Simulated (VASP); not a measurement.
# Pt (P-1) in VASP: single point with PBE

Aim: the single point of Pt with PBE.

Program: VASP 6.6.1. These are calculated values, not measurements. Logs are shortened: lines on timing, memory, paths and dates and some standing lists are left out, and cuts for length are marked.

## (1) The cell of the first run

The typed cell holds 1 atom: a = 2.349 Å, b = 2.671 Å, c = 2.998 Å, α = 65.71°, β = 74.96°, γ = 61.28°.

## (2) Single point, PBE

Contents of INCAR:

```
SYSTEM = Pt
ALGO = Fast
EDIFF = 1E-6
ENCUT = 520
GGA = PE
ISIF = 2
ISMEAR = 0
LASPH = .TRUE.
LCHARG = .FALSE.
LREAL = .FALSE.
LWAVE = .FALSE.
NBANDS = 11
NELM = 100
PREC = Accurate
SIGMA = 0.15
```

Contents of KPOINTS:

```
k-points
0
G
  14 14 14
  0 0 0
```

Contents of POSCAR:

```
Pt
1.0
   -0.0748908619      1.5008218931      1.8051215408
    1.9252834548     -0.1175940760      1.8478247549
    2.2760804904      1.8943221429     -0.4683911116
Pt
1
Direct
    0.0000000000      0.0000000000      0.0000000000
```

Potentials or basis: VASP PAW PBE potentials, release 64 (Pt).

On the command line:

```console
$ cat potpaw_PBE.64/Pt/POTCAR > POTCAR
$ mpirun -np 1 vasp_std > vasp.out
```

OUTCAR:

```text
SYSTEM = Pt
   EDIFF = 1E-6
   ENCUT = 520
   GGA = PE
   ISIF = 2
   ISMEAR = 0
   LASPH = .TRUE.
   LREAL = .FALSE.
   NELM = 100
   PREC = Accurate

 ion  position               nearest neighbor table
   1  0.000  0.000  0.000-

  LATTYP: Found a triclinic cell.
 ALAT       =     2.5732841100
 B/A-ratio  =     1.0380285132
 C/A-ratio  =     1.2800959138
 COS(alpha) =     0.0317040429
 COS(beta)  =     0.4681656514
 COS(gamma) =     0.5994125235

  Lattice vectors:

 A1 = (  -2.0001743167,   1.6184159691,  -0.0427032141)
 A2 = (  -1.9252834548,   0.1175940760,  -1.8478247549)
 A3 = (  -2.3509713523,  -0.3935002498,   2.2735126524)

Analysis of symmetry for initial positions (statically):
=====================================================================
 Subroutine PRICEL returns:
 Original cell was already a primitive cell.

 Routine SETGRP: Setting up the symmetry group for a
 triclinic supercell.

 Subroutine GETGRP returns: Found  2 space group operations
 (whereof  2 operations were pure point group operations)
 out of a pool of  2 trial point group operations.

The static configuration has the point symmetry S_2 .

Analysis of symmetry for dynamics (positions and initial velocities):
=====================================================================
 Subroutine PRICEL returns:
 Original cell was already a primitive cell.

 Routine SETGRP: Setting up the symmetry group for a
 triclinic supercell.

 Subroutine GETGRP returns: Found  2 space group operations
 (whereof  2 operations were pure point group operations)
 out of a pool of  2 trial point group operations.

The dynamic configuration has the point symmetry S_2 .

 Subroutine INISYM returns: Found  2 space group operations
 (whereof  2 operations are pure point group operations),
 and found     1 'primitive' translations

----------------------------------------------------------------------------------------

                                     Primitive cell

  volume of cell :      14.9902

  direct lattice vectors                    reciprocal lattice vectors
    -0.074890862  1.500821893  1.805121541    -0.229836314  0.340727880  0.261154437
     1.925283455 -0.117594076  1.847824755     0.275009655 -0.271745550  0.237345448
     2.276080490  1.894322143 -0.468391112     0.199165110  0.241074346 -0.192172107

  length of vectors
     2.348731311  2.671142279  2.998064211     0.486951598  0.453661565  0.367033650

  position of ions in fractional coordinates (direct lattice)
     0.000000000  0.000000000  0.000000000

  ion indices of the primitive-cell ions
   primitive index   ion index
                 1           1

----------------------------------------------------------------------------------------

 KPOINTS: k-points

Automatic generation of k-mesh.
 Grid dimensions read from file:
 generate k-points for:   14   14   14

 Generating k-lattice:

  Cartesian coordinates                     Fractional coordinates (reciprocal lattice)
    -0.016416880  0.024337706  0.018653888     0.071428571  0.000000000  0.000000000
     0.019643547 -0.019410396  0.016953246     0.000000000  0.071428571  0.000000000
     0.014226079  0.017219596 -0.013726579     0.000000000  0.000000000  0.071428571

  Length of vectors
     0.034782257  0.032404398  0.026216689

  Shift w.r.t. Gamma in fractional coordinates (k-lattice)
     0.000000000  0.000000000  0.000000000

 Subroutine IBZKPT returns following result:
 ===========================================

 Found   1376 irreducible k-points:

 Following reciprocal coordinates:
            Coordinates               Weight
  0.000000  0.000000  0.000000      1.000000
  0.071429  0.000000 -0.000000      2.000000
  0.142857  0.000000  0.000000      2.000000
  0.214286 -0.000000 -0.000000      2.000000
  0.285714  0.000000 -0.000000      2.000000
  0.357143 -0.000000 -0.000000      2.000000
[... 16 lines left out ...]
 -0.000000  0.142857 -0.000000      2.000000
  0.071429  0.142857 -0.000000      2.000000
 [... further k-points ...]
   k-points           NKPTS =   1376   k-points in BZ     NKDIM =   1376   number of bands    NBANDS=     11
   number of dos      NEDOS =    301   number of ions     NIONS =      1
   total plane-waves  NPLWV =   8640
   dimension x,y,z NGX =    18 NGY =   20 NGZ =   24
   dimension x,y,z NGXF=    36 NGYF=   40 NGZF=   48
   ions per type =               1
   NGX,Y,Z   is equivalent  to a cutoff of  12.74, 12.45, 13.31 a.u.
   NGXF,Y,Z  is equivalent  to a cutoff of  25.48, 24.90, 26.62 a.u.
 SYSTEM =  Pt
   PREC   = accura    normal or accurate (medium, high low for compatibility)
   ISTART =      0    job   : 0-new  1-cont  2-samecut
   ICHARG =      2    charge: 1-file 2-atom 10-const
   ISPIN  =      1    spin polarized calculation?
   LNONCOLLINEAR =      F non collinear calculations
   LSORBIT =      F    spin-orbit coupling
   LASPH  =      T    aspherical Exc in radial PAW
   ENCUT  =  520.0 eV  38.22 Ry    6.18 a.u.   4.37  4.97  5.57*2*pi/ulx,y,z
   NELM   =    100;   NELMIN=  2; NELMDL= -5     # of ELM steps
   EDIFF  = 0.1E-05   stopping-criterion for ELM
   LREAL  =      F    real-space projection
   EDIFFG = 0.1E-04   stopping-criterion for IOM
   NSW    =      0    number of steps for IOM
   IBRION =     -1    ionic relax: 0-MD 1-quasi-New 2-CG
   NFREE  =      0    steps in history (QN), initial steepest desc. (CG)
   ISIF   =      2    stress and relaxation
   ISYM   =      2    0-nonsym 1-usesym 2-fastsym
   POTIM  = 0.5000    time-step for ionic-motion
   TEBEG  =    0.0;   TEEND  =   0.0 temperature during run
   PSTRESS=    0.0 pullay stress
   NELECT =      10.0000    total number of electrons
   NUPDOWN=      -1.0000    fix difference up-down
   EMIN   =  10.00;   EMAX   =-10.00  energy-range for DOS
   EFERMI =   0.00;   METHOD = LEGACY
   ISMEAR =     0;   SIGMA  =   0.15  broadening in eV -4-tet -1-fermi 0-gaus
   EFERMI_NEDOS =   21; number of points for ismear=-14 and -15
   IALGO  =     68    algorithm
   IMIX   =      4    mixing-type and parameters
     AMIX     =   0.40;   BMIX     =  1.00
     AMIX_MAG =   1.60;   BMIX_MAG =  1.00
  volume/ion in A,a.u.               =      14.99       101.16
  Fermi-wavevector in a.u.,A,eV,Ry     =   1.430449  2.703156 27.840009  2.046183
  Thomas-Fermi vector in A             =   2.550293
   LORBIT       =      0    0 simple, 1 ext, 2 COOP (PROOUT), +10 PAW based schemes
   GGA     = PE    functional components
   LHFCALC =     F    Hartree Fock is set to
   AEXX    =    0.0000 exact exchange contribution
   IVDW    =     0    specifies the selected vdW correction
   LEPSILON=     F    determine dielectric tensor
   LRPA    =     F    only Hartree local field effects (RPA)
 non-spin polarized calculation
 RMM-DIIS sequential band-by-band and
 Gauss-broadening in eV      SIGMA  =   0.15
  energy-cutoff  :      520.00
  volume of cell :       14.99
 maximum number of plane-waves:       415
 NGX is ok and might be reduce to    18
   NGX =  9   NGY =  9   NGZ = 11

 number of electron      10.0000001 magnetization

 Free energy of the ion-electron system (eV)
  ---------------------------------------------------
  ext. energy  EPLUGINS =         0.00000000
  ---------------------------------------------------
  free energy    TOTEN  =        -5.16519284 eV

  energy without entropy =       -5.15135955  energy(sigma->0) =       -5.15827620

 E-fermi :  11.3165     XC(G=0): -13.4078

 val. band max:       11.3158485582   @ k =  -0.0714  -0.2143   0.2143
 cond. band min:      11.3165400134   @ k =   0.1429  -0.2857   0.3571
 fundamental gap:      0.0006914551
 Fermi energy:        11.3164582511

 k-point     1 :       0.0000    0.0000    0.0000
  band No.  band energies     occupation
      1       0.9345      2.00000
      2       5.1617      2.00000
      3       6.1456      2.00000
      4       9.2560      2.00000
      5      10.0959      2.00000
      6      11.5371      0.03749
      7      22.8528      0.00000
      8      28.4888      0.00000
      9      32.1358      0.00000
     10      34.7365      0.00000
     11      37.9229      0.00000

 k-point     2 :       0.0714    0.0000   -0.0000
  band No.  band energies     occupation
      1       1.2354      2.00000
      2       5.3622      2.00000
      3       6.3115      2.00000
      4       8.9677      2.00000
      5      10.0155      2.00000
      6      11.2001      1.72749
      7      23.4058      0.00000
      8      29.1076      0.00000
      9      32.2674      0.00000
     10      34.2914      0.00000
     11      36.2302      0.00000

 k-point     3 :       0.1429    0.0000    0.0000
  band No.  band energies     occupation
      1       2.0738      2.00000
      2       5.9260      2.00000
      3       6.7593      2.00000
      4       8.3588      2.00000
      5       9.7996      2.00000
      6      10.3793      2.00000
      7      24.8230      0.00000
      8      30.3759      0.00000
      9      31.8908      0.00000
     10      33.6320      0.00000
     11      34.7121      0.00000

 k-point     4 :       0.2143   -0.0000   -0.0000
  band No.  band energies     occupation
      1       3.1921      2.00000
      2       6.7618      2.00000
      3       6.9366      2.00000
      4       8.4725      2.00000
      5       9.4074      2.00000
      6       9.5180      2.00000
      7      26.4227      0.00000
      8      29.1699      0.00000
      9      31.3502      0.00000
     10      33.8219      0.00000
     11      35.0935      0.00000
[... 239 lines left out ...]
 k-point    22 :      -0.0714    0.0714   -0.0000
  band No.  band energies     occupation
      1       1.6532      2.00000
      2       5.3234      2.00000
      3       6.5142      2.00000
      4       9.1853      2.00000
      5       9.5905      2.00000
      6      11.1368      1.90979
      7      24.1802      0.00000
      8      29.4407      0.00000
      9      30.7732      0.00000
     10      34.2860      0.00000
     11      37.1427      0.00000

 k-point    23 :      -0.0000    0.1429   -0.0000
  band No.  band energies     occupation
      1       1.7513      2.00000
      2       5.1298      2.00000
      3       6.4835      2.00000
      4       9.3728      2.00000
      5       9.7594      2.00000
      6      11.3572      0.70120
      7      24.0253      0.00000
      8      28.6165      0.00000
      9      30.5599      0.00000
     10      34.3346      0.00000
     11      37.5790      0.00000

 k-point    24 :       0.0714    0.1429   -0.0000
  band No.  band energies     occupation
      1       1.6740      2.00000
      2       5.3506      2.00000
      3       6.2344      2.00000
      4       9.4962      2.00000
      5       9.7089      2.00000
      6      11.1311      1.91951
      7      23.7809      0.00000
      8      29.0923      0.00000
      9      31.1007      0.00000
     10      33.9766      0.00000
     11      36.6462      0.00000

 [... further k-points ...]

------------------------ aborting loop because EDIFF is reached ----------------------------------------

  FORCE on cell =-STRESS in cart. coord.  units (eV):
  Direction    XX          YY          ZZ          XY          YZ          ZX
  --------------------------------------------------------------------------------------
  -------------------------------------------------------------------------------------
  Total        2.0058874      5.6652437      6.5815337     -2.1761328      5.5373230      0.1445841
  in kB      214.3923682    605.5100770    703.4445747   -232.5884653    591.8377089     15.4533727
  external PRESSURE =     507.7823400 kB  Pullay stress =       0.0000000 kB

 VOLUME and BASIS-vectors are now :
 -----------------------------------------------------------------------------
  energy-cutoff  :      520.00
  volume of cell :       14.99
      direct lattice vectors                 reciprocal lattice vectors
    -0.074890862  1.500821893  1.805121541    -0.229836314  0.340727880  0.261154437
     1.925283455 -0.117594076  1.847824755     0.275009655 -0.271745550  0.237345448
     2.276080490  1.894322143 -0.468391112     0.199165110  0.241074346 -0.192172107

 POSITION                                       TOTAL-FORCE (eV/Angst)
 -----------------------------------------------------------------------------------
      0.00000      0.00000      0.00000         0.000000      0.000000     -0.000000
 -----------------------------------------------------------------------------------
    total drift:                                0.000000     -0.000000      0.000000

  FREE ENERGIE OF THE ION-ELECTRON SYSTEM (eV)
  ---------------------------------------------------
  free  energy   TOTEN  =        -5.1651928411 eV

  energy  without entropy=       -5.1513595544  energy(sigma->0) =       -5.15827620
```

Wall time 2.1 min (1 thread of Intel Xeon Platinum 8375C at 2.90GHz (Ice Lake), shared host); peak memory 0.33 GiB.

Results:

| Property | Result |
| --- | --- |
| Free energy | -5.1652 eV |
| Pressure | 50.8 GPa |
| Band gap on the k mesh | zero (bands 5 and 6 overlap by 3.80 eV) |

Caveat: the cell stands under pressure; spin-orbit coupling is left out, which moves the levels of the heavy elements.
